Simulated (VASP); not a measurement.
A run of VASP 6.6.1 is set up as follows.

INCAR

```
  PREC = Accurate
  ENCUT = 600
  EDIFF = 1E-6
  ISMEAR = -1
  SIGMA = 0.1
  LREAL = False
  LASPH = True
  NELM = 80
  ALGO = Normal
  ISIF = 3
  LWAVE = False
  LCHARG = False
  GGA = PS
  IBRION = 2
  NSW = 80
  EDIFFG = -0.01
  PSTRESS = 50.0
```

Contents of KPOINTS:

```
regular mesh
0
Gamma
  8 8 8
```

POSCAR

```
Ti
1.0
    2.6900000000      0.0000000000      0.0000000000
    0.0000000000      2.6900000000      0.0000000000
    0.0000000000      0.0000000000      2.6900000000
Ti
1
Direct
    0.0000000000      0.0000000000      0.0000000000
```

Potentials or basis: VASP PAW PBE potentials, release 64 (Ti_sv).

The run is started by

```sh
$ cat potpaw_PBE.64/Ti_sv/POTCAR > POTCAR
$ mpirun -np 1 vasp_std > vasp.out
```

Q: Predict the band gap on the k mesh.

A: Zero (band 6 reaches 9.10 eV, above the bottom of band 7 at 6.95 eV).

Q: Estimate the relaxed volume.

A: 16.69 Å³/atom.

Q: Predict the relaxed cell.

A: a = 2.556 Å, b = 2.556 Å, c = 2.556 Å, α = 90.00°, β = 90.00°, γ = 90.00°.

Q: What does it give for the space group after relaxing (to 0.05 Å)?

A: Pm-3m (No. 221).

Final structure:
```
CELL_PARAMETERS angstrom
2.55567 0.00000 0.00000
0.00000 2.55567 0.00000
0.00000 0.00000 2.55567
ATOMIC_POSITIONS crystal
Ti 0.00000 0.00000 0.00000
```

Caveat: the cell is relaxed towards a set pressure, so the enthalpy falls and the energy may rise; the PAW data sets were made with another functional, which shifts forces and pressure a little.
